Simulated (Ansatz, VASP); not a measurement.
## HfSi in VASP and in Ansatz

```
CELL_PARAMETERS angstrom
6.61716 0.00000 0.00000
0.00000 3.64685 0.00000
0.00000 0.00000 5.27977
ATOMIC_POSITIONS crystal
Hf 0.17559 0.25000 0.12649
Hf 0.32441 0.75000 0.62649
Hf 0.67559 0.25000 0.37351
Hf 0.82441 0.75000 0.87351
Si 0.04306 0.25000 0.64020
Si 0.45694 0.75000 0.14020
Si 0.54306 0.25000 0.85980
Si 0.95694 0.75000 0.35980
```

Change from the starting cell: strain -0.030 along x and y, +0.015 along z, atoms carried along.

Alike in both runs: task single point; functional PBEsol; k mesh 6 × 10 × 8; occupations gaussian, width 0.15 eV; no spin polarisation.

|  | VASP | Ansatz |
| --- | --- | --- |
| version | VASP 6.6.1 | Ansatz 0.2.0 |
| potentials or method | VASP PAW PBE potentials, release 64 (Hf_pv, Si), cutoff 520 eV | scalar-relativistic, plane waves, PAW |
| valence electrons in the cell | 56 | 120 |

```csv
,VASP,Ansatz,Ansatz less VASP
gap on the k mesh at the Fermi level (eV),none,none,-
pressure (GPa),8.5,8.2,-0.25
"traceless stress, the component that is largest in VASP (GPa)",-8.95,-8.84,+0.112
rms of the force components (eV/Å),0.172,0.167,-0.0054
```

VASP's potentials were made for PBE, not for PBEsol. Atom by atom the forces differ by 0.008 eV/Å (rms over components). A gap of «none» marks a metal or a gap that the smearing closes. VASP's potentials hold 56 valence electrons a cell and Ansatz's 120, so a difference there can come from the potentials and not from the codes.

Spin-orbit coupling is off throughout.
